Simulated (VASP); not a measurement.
# Al3Cu (Pm-3m) in VASP: single point with LDA

Aim: the single point of Al3Cu with LDA.

Everything below comes from runs of VASP 6.6.1. Logs are shortened: lines on timing, memory, paths and dates and some standing lists are left out, and cuts for length are marked.

## 1. The cell of the first run

Symmetry: Pm-3m, No. 221, cubic system. Conventional cell: a = 3.924 Å, b = 3.924 Å, c = 3.924 Å, α = 90.00°, β = 90.00°, γ = 90.00°. Within 3.7 Å of Al (site symmetry 4/mmm) lie 8 Al at 2.77 Å and 4 Cu at 2.77 Å. Cu (site symmetry m-3m) has 12 Al at 2.77 Å within 3.7 Å.

## 2. Single point, LDA

INCAR reads:

```
SYSTEM = Al3Cu
ALGO = Normal
EDIFF = 1E-6
ENCUT = 600
GGA_COMPAT = .FALSE.
ISIF = 2
ISMEAR = 1
LASPH = .TRUE.
LCHARG = .FALSE.
LREAL = .FALSE.
LWAVE = .FALSE.
NBANDS = 18
NELM = 120
PREC = Accurate
SIGMA = 0.05
```

KPOINTS reads:

```
k-points
0
G
  6 6 6
  0 0 0
```

POSCAR reads:

```
Al3Cu
1.0
    3.9241510000      0.0000000000      0.0000000000
    0.0000000000      3.9241510000      0.0000000000
    0.0000000000      0.0000000000      3.9241510000
Al Cu
3 1
Direct
    0.0000000000      0.5000000000      0.5000000000
    0.5000000000      0.0000000000      0.5000000000
    0.5000000000      0.5000000000      0.0000000000
    0.0000000000      0.0000000000      0.0000000000
```

Potentials or basis: VASP PAW LDA potentials, release 64 (Al, Cu).

Command:

```bash
> cat potpaw_LDA.64/Al/POTCAR potpaw_LDA.64/Cu/POTCAR > POTCAR
> mpirun -np 1 vasp_std > vasp.out
```

OUTCAR:

```text
SYSTEM = Al3Cu
   EDIFF = 1E-6
   ENCUT = 600
   ISIF = 2
   ISMEAR = 1
   LASPH = .TRUE.
   LREAL = .FALSE.
   NELM = 120
   PREC = Accurate

 ion  position               nearest neighbor table
   1  0.000  0.500  0.500-   2 2.77   3 2.77   4 2.77   3 2.77   4 2.77   2 2.77   4 2.77   4 2.77
                             2 2.77   3 2.77   3 2.77   2 2.77
   2  0.500  0.000  0.500-   1 2.77   3 2.77   4 2.77   3 2.77   4 2.77   1 2.77   3 2.77   3 2.77
                             1 2.77   4 2.77   4 2.77   1 2.77
   3  0.500  0.500  0.000-   1 2.77   2 2.77   4 2.77   1 2.77   2 2.77   2 2.77   4 2.77   2 2.77
                             1 2.77   4 2.77   1 2.77   4 2.77
   4  0.000  0.000  0.000-   1 2.77   2 2.77   3 2.77   1 2.77   2 2.77   1 2.77   3 2.77   1 2.77
                             2 2.77   3 2.77   2 2.77   3 2.77

  LATTYP: Found a simple cubic cell.
 ALAT       =     3.9241510000

  Lattice vectors:

 A1 = (   3.9241510000,   0.0000000000,   0.0000000000)
 A2 = (   0.0000000000,   3.9241510000,   0.0000000000)
 A3 = (   0.0000000000,   0.0000000000,   3.9241510000)

Analysis of symmetry for initial positions (statically):
=====================================================================
 Subroutine PRICEL returns:
 Original cell was already a primitive cell.

 Routine SETGRP: Setting up the symmetry group for a
 simple cubic supercell.

 Subroutine GETGRP returns: Found 48 space group operations
 (whereof 48 operations were pure point group operations)
 out of a pool of 48 trial point group operations.

The static configuration has the point symmetry O_h .

Analysis of symmetry for dynamics (positions and initial velocities):
=====================================================================
 Subroutine PRICEL returns:
 Original cell was already a primitive cell.

 Routine SETGRP: Setting up the symmetry group for a
 simple cubic supercell.

 Subroutine GETGRP returns: Found 48 space group operations
 (whereof 48 operations were pure point group operations)
 out of a pool of 48 trial point group operations.

The dynamic configuration has the point symmetry O_h .

 Subroutine INISYM returns: Found 48 space group operations
 (whereof 48 operations are pure point group operations),
 and found     1 'primitive' translations

----------------------------------------------------------------------------------------

                                     Primitive cell

  volume of cell :      60.4278

  direct lattice vectors                    reciprocal lattice vectors
     3.924151000  0.000000000  0.000000000     0.254832192  0.000000000  0.000000000
     0.000000000  3.924151000  0.000000000     0.000000000  0.254832192  0.000000000
     0.000000000  0.000000000  3.924151000     0.000000000  0.000000000  0.254832192

  length of vectors
     3.924151000  3.924151000  3.924151000     0.254832192  0.254832192  0.254832192

  position of ions in fractional coordinates (direct lattice)
     0.000000000  0.500000000  0.500000000
     0.500000000  0.000000000  0.500000000
     0.500000000  0.500000000  0.000000000
     0.000000000  0.000000000  0.000000000

  ion indices of the primitive-cell ions
   primitive index   ion index
                 1           1
                 2           2
                 3           3
                 4           4

----------------------------------------------------------------------------------------

 KPOINTS: k-points

Automatic generation of k-mesh.
 Grid dimensions read from file:
 generate k-points for:    6    6    6

 Generating k-lattice:

  Cartesian coordinates                     Fractional coordinates (reciprocal lattice)
     0.042472032  0.000000000  0.000000000     0.166666667  0.000000000  0.000000000
     0.000000000  0.042472032  0.000000000     0.000000000  0.166666667  0.000000000
     0.000000000  0.000000000  0.042472032     0.000000000  0.000000000  0.166666667

  Length of vectors
     0.042472032  0.042472032  0.042472032

  Shift w.r.t. Gamma in fractional coordinates (k-lattice)
     0.000000000  0.000000000  0.000000000

 Subroutine IBZKPT returns following result:
 ===========================================

 Found     20 irreducible k-points:

 Following reciprocal coordinates:
            Coordinates               Weight
  0.000000  0.000000  0.000000      1.000000
  0.166667  0.000000  0.000000      6.000000
  0.333333  0.000000  0.000000      6.000000
  0.500000  0.000000  0.000000      3.000000
  0.166667  0.166667  0.000000     12.000000
  0.333333  0.166667  0.000000     24.000000
[... 12 lines left out ...]
  0.500000  0.500000  0.333333      6.000000
  0.500000  0.500000  0.500000      1.000000
   k-points           NKPTS =     20   k-points in BZ     NKDIM =     20   number of bands    NBANDS=     18
   number of dos      NEDOS =    301   number of ions     NIONS =      4
   total plane-waves  NPLWV =  32768
   dimension x,y,z NGX =    32 NGY =   32 NGZ =   32
   dimension x,y,z NGXF=    64 NGYF=   64 NGZF=   64
   ions per type =               3   1
   NGX,Y,Z   is equivalent  to a cutoff of  13.56, 13.56, 13.56 a.u.
   NGXF,Y,Z  is equivalent  to a cutoff of  27.11, 27.11, 27.11 a.u.
 SYSTEM =  Al3Cu
   PREC   = accura    normal or accurate (medium, high low for compatibility)
   ISTART =      0    job   : 0-new  1-cont  2-samecut
   ICHARG =      2    charge: 1-file 2-atom 10-const
   ISPIN  =      1    spin polarized calculation?
   LNONCOLLINEAR =      F non collinear calculations
   LSORBIT =      F    spin-orbit coupling
   LASPH  =      T    aspherical Exc in radial PAW
   ENCUT  =  600.0 eV  44.10 Ry    6.64 a.u.   7.84  7.84  7.84*2*pi/ulx,y,z
   NELM   =    120;   NELMIN=  2; NELMDL= -5     # of ELM steps
   EDIFF  = 0.1E-05   stopping-criterion for ELM
   LREAL  =      F    real-space projection
   EDIFFG = 0.1E-04   stopping-criterion for IOM
   NSW    =      0    number of steps for IOM
   IBRION =     -1    ionic relax: 0-MD 1-quasi-New 2-CG
   NFREE  =      0    steps in history (QN), initial steepest desc. (CG)
   ISIF   =      2    stress and relaxation
   ISYM   =      2    0-nonsym 1-usesym 2-fastsym
   POTIM  = 0.5000    time-step for ionic-motion
   TEBEG  =    0.0;   TEEND  =   0.0 temperature during run
   PSTRESS=    0.0 pullay stress
   NELECT =      20.0000    total number of electrons
   NUPDOWN=      -1.0000    fix difference up-down
   EMIN   =  10.00;   EMAX   =-10.00  energy-range for DOS
   EFERMI =   0.00;   METHOD = LEGACY
   ISMEAR =     1;   SIGMA  =   0.05  broadening in eV -4-tet -1-fermi 0-gaus
   EFERMI_NEDOS =   21; number of points for ismear=-14 and -15
   IALGO  =     38    algorithm
   IMIX   =      4    mixing-type and parameters
     AMIX     =   0.40;   BMIX     =  1.00
     AMIX_MAG =   1.60;   BMIX_MAG =  1.00
  volume/ion in A,a.u.               =      15.11       101.95
  Fermi-wavevector in a.u.,A,eV,Ry     =   1.132415  2.139955 17.447632  1.282365
  Thomas-Fermi vector in A             =   2.269116
   LORBIT       =      0    0 simple, 1 ext, 2 COOP (PROOUT), +10 PAW based schemes
   GGA     = CA    functional components
   LHFCALC =     F    Hartree Fock is set to
   AEXX    =    0.0000 exact exchange contribution
   IVDW    =     0    specifies the selected vdW correction
   LEPSILON=     F    determine dielectric tensor
   LRPA    =     F    only Hartree local field effects (RPA)
 non-spin polarized calculation
 Methfessel and Paxton  Order N= 1 SIGMA  =   0.05
  energy-cutoff  :      600.00
  volume of cell :       60.43
 maximum number of plane-waves:      2040
 NGX is ok and might be reduce to    32
   NGX = 15   NGY = 15   NGZ = 15

 number of electron      20.0000005 magnetization

 Free energy of the ion-electron system (eV)
  ---------------------------------------------------
  ext. energy  EPLUGINS =         0.00000000
  ---------------------------------------------------
  free energy    TOTEN  =       -17.31578565 eV

  energy without entropy =      -17.31429974  energy(sigma->0) =      -17.31529034

 E-fermi :   8.0350     XC(G=0): -10.9409

 val. band max:        8.0278422556   @ k =   0.3333   0.1667   0.0000
 cond. band min:       8.2518454458   @ k =   0.3333   0.1667   0.1667
 fundamental gap:      0.2240031902
 Fermi energy:         8.0350078431

 k-point     1 :       0.0000    0.0000    0.0000
  band No.  band energies     occupation
      1      -3.0688      2.00000
      2       3.7126      2.00000
      3       3.7126      2.00000
      4       4.4075      2.00000
      5       4.4075      2.00000
      6       4.4075      2.00000
[... 10 lines left out ...]
     17      15.0138      0.00000
     18      15.0138      0.00000

 k-point     2 :       0.1667    0.0000    0.0000
  band No.  band energies     occupation
      1      -2.8018      2.00000
      2       3.0393      2.00000
      3       3.7691      2.00000
      4       4.2740      2.00000
      5       4.2740      2.00000
      6       4.4154      2.00000
[... 10 lines left out ...]
     17      15.0809      0.00000
     18      15.0871      0.00000

 k-point     3 :       0.3333    0.0000    0.0000
  band No.  band energies     occupation
      1      -2.0104      2.00000
      2       1.1100      2.00000
      3       3.8849      2.00000
      4       4.0957      2.00000
      5       4.0957      2.00000
      6       4.4311      2.00000
[... 10 lines left out ...]
     17      15.5931      0.00000
     18      15.8576      0.00000

 k-point     4 :       0.5000    0.0000    0.0000
  band No.  band energies     occupation
      1      -0.9291      2.00000
      2      -0.4275      2.00000
      3       3.9442      2.00000
      4       4.0280      2.00000
      5       4.0280      2.00000
      6       4.4391      2.00000
[... 291 lines left out ...]
      4       3.7324      2.00000
      5       3.9687      2.00000
      6       3.9693      2.00000
[... 10 lines left out ...]
     17      18.0320      0.00000
     18      18.4531      0.00000

 k-point    19 :       0.5000    0.5000    0.3333
  band No.  band energies     occupation
      1       1.8042      2.00000
      2       2.3592      2.00000
      3       2.3592      2.00000
      4       3.2260      2.00000
      5       4.1451      2.00000
      6       4.1451      2.00000
[... 10 lines left out ...]
     17      19.0541      0.00000
     18      19.8711      0.00000

 k-point    20 :       0.5000    0.5000    0.5000
  band No.  band energies     occupation
      1       2.7180      2.00000
      2       2.7180      2.00000
      3       2.7180      2.00000
      4       3.1460      2.00000
      5       4.1203      2.00000
      6       4.1203      2.00000
[... 10 lines left out ...]
     17      20.2333      0.00000
     18      20.2508      0.00000

------------------------ aborting loop because EDIFF is reached ----------------------------------------

  FORCE on cell =-STRESS in cart. coord.  units (eV):
  Direction    XX          YY          ZZ          XY          YZ          ZX
  --------------------------------------------------------------------------------------
  -------------------------------------------------------------------------------------
  Total       -1.9023555     -1.9023555     -1.9023555      0.0000000     -0.0000000      0.0000000
  in kB      -50.4388452    -50.4388452    -50.4388452      0.0000000     -0.0000000      0.0000000
  external PRESSURE =     -50.4388452 kB  Pullay stress =       0.0000000 kB

 VOLUME and BASIS-vectors are now :
 -----------------------------------------------------------------------------
  energy-cutoff  :      600.00
  volume of cell :       60.43
      direct lattice vectors                 reciprocal lattice vectors
     3.924151000  0.000000000  0.000000000     0.254832192  0.000000000  0.000000000
     0.000000000  3.924151000  0.000000000     0.000000000  0.254832192  0.000000000
     0.000000000  0.000000000  3.924151000     0.000000000  0.000000000  0.254832192

 POSITION                                       TOTAL-FORCE (eV/Angst)
 -----------------------------------------------------------------------------------
      0.00000      1.96208      1.96208         0.000000      0.000000      0.000000
      1.96208      0.00000      1.96208         0.000000      0.000000      0.000000
      1.96208      1.96208      0.00000         0.000000      0.000000      0.000000
      0.00000      0.00000      0.00000         0.000000      0.000000      0.000000
 -----------------------------------------------------------------------------------
    total drift:                                0.000000      0.000000      0.000000

  FREE ENERGIE OF THE ION-ELECTRON SYSTEM (eV)
  ---------------------------------------------------
  free  energy   TOTEN  =       -17.3157856483 eV

  energy  without entropy=      -17.3142997356  energy(sigma->0) =      -17.31529034
```

Wall time 18 s (1 thread of Intel Xeon 8259CL, shared host); peak memory 0.16 GiB.

Results:

* Free energy: -17.3158 eV
* Pressure: -5.0 GPa
* Band gap on the k mesh: zero (band 10 reaches 10.26 eV, above the bottom of band 11 at 6.05 eV)
